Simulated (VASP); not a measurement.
# NaTi3: relaxation of cell and atoms with PBE

NaTi3:

```
CELL_PARAMETERS angstrom
4.22383 0.00000 0.00000
0.00000 4.22383 0.00000
0.00000 0.00000 4.22383
ATOMIC_POSITIONS crystal
Na 0.00000 0.00000 0.00000
Ti 0.00000 0.50000 0.50000
Ti 0.50000 0.00000 0.50000
Ti 0.50000 0.50000 0.00000
```

```yaml
Program: VASP 6.6.1
Task: relaxation of cell and atoms
Functional: PBE
Potentials_or_basis: VASP PAW PBE potentials, release 64 (Na_pv, Ti_sv)
Cutoff: 600 eV
k_mesh: 12 × 12 × 12
Occupations: gaussian, width 0.1 eV
Spin: no spin polarisation
Dipole_correction: no
Further_INCAR_settings: ALGO = Fast; EDIFF = 1e-06; IBRION = 2; EDIFFG = -0.01; NSW = 100; ISIF = 3
```

```yaml
Relaxed_volume: 18.87 Å³/atom
Relaxed_cell: a = 4.226 Å, b = 4.226 Å, c = 4.226 Å, α = 90.00°, β = 90.00°, γ = 90.00°
Space_group_after_relaxing_to_0.05_Å: Pm-3m (No. 221)
Energy_gained_by_relaxing: 0.0 meV/atom
Ionic_steps: 4
Pressure_after_relaxing: -0.1 GPa
```

Final structure:
```
Na Ti
1.0
     4.22596    0.00000    0.00000
     0.00000    4.22596    0.00000
     0.00000    0.00000    4.22596
Na Ti
1 3
Direct
  0.00000 0.00000 0.00000
  0.00000 0.50000 0.50000
  0.50000 0.00000 0.50000
  0.50000 0.50000 0.00000
```

Levels at points of the mesh, in eV from the Fermi level:
| k point | band 19 | band 20 | band 21 | band 22 | band 23 | band 24 | band 25 |
| --- | --- | --- | --- | --- | --- | --- | --- |
| (0.00, 0.00, 0.00) | -1.26 | -0.82 | -0.82 | -0.82 | 1.70 | 1.70 | 1.70 |
| (0.50, 0.00, 0.00) | -0.43 | -0.20 | -0.20 | -0.09 | 0.50 | 0.50 | 1.14 |
| (0.50, 0.50, 0.00) | -1.38 | -0.23 | -0.10 | 0.08 | 0.08 | 0.69 | 0.69 |
| (0.50, 0.50, 0.50) | -1.69 | 0.58 | 0.70 | 0.70 | 0.83 | 0.83 | 0.83 |

It took 28 min on 1 thread of Oxide Virtual Turin-like Processor, with other jobs on the host, peak memory 0.29 GiB.
